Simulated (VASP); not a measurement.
Here is a VASP 6.6.1 calculation.

INCAR

```
SYSTEM = Os
PREC = Accurate
ENCUT = 600
EDIFF = 1E-6
ISMEAR = -1
SIGMA = 0.1
LREAL = .FALSE.
LASPH = .TRUE.
NELM = 120
ALGO = Normal
ISIF = 2
LWAVE = .FALSE.
LCHARG = .FALSE.
GGA = PE
NBANDS = 24
GGA_COMPAT = .FALSE.
```

The input KPOINTS:

```
Automatic mesh
0
G
  2 2 2
  0 0 0
```

Contents of POSCAR:

```
Os
1.0
    3.8570121500      0.0000000000      0.0000000000
    0.0000000000      3.8570121500      0.0000000000
    0.0000000000      0.0000000000      3.8570121500
Os
4
Direct
    0.5000000000      0.5000000000      0.0000000000
    0.0000000000      0.0000000000      0.0000000000
    0.5000000000      0.0000000000      0.5000000000
    0.0000000000      0.5000000000      0.5000000000
```

Potentials or basis: VASP PAW PBE potentials, release 64 (Os).

Launch:

```console
$ cat potpaw_PBE.64/Os/POTCAR > POTCAR
$ mpirun -np 1 vasp_std > vasp.out
```

Q: Estimate the band gap on the k mesh.

A: Zero (bands 16 and 17 overlap by 3.10 eV).

Q: What does it give for the pressure?

A: 0.7 GPa.

Caveat: the k points lie up to 0.81 Å⁻¹ apart, too coarse for converged energies and pressures of a metal; spin-orbit coupling is left out, which moves the levels of the heavy elements.
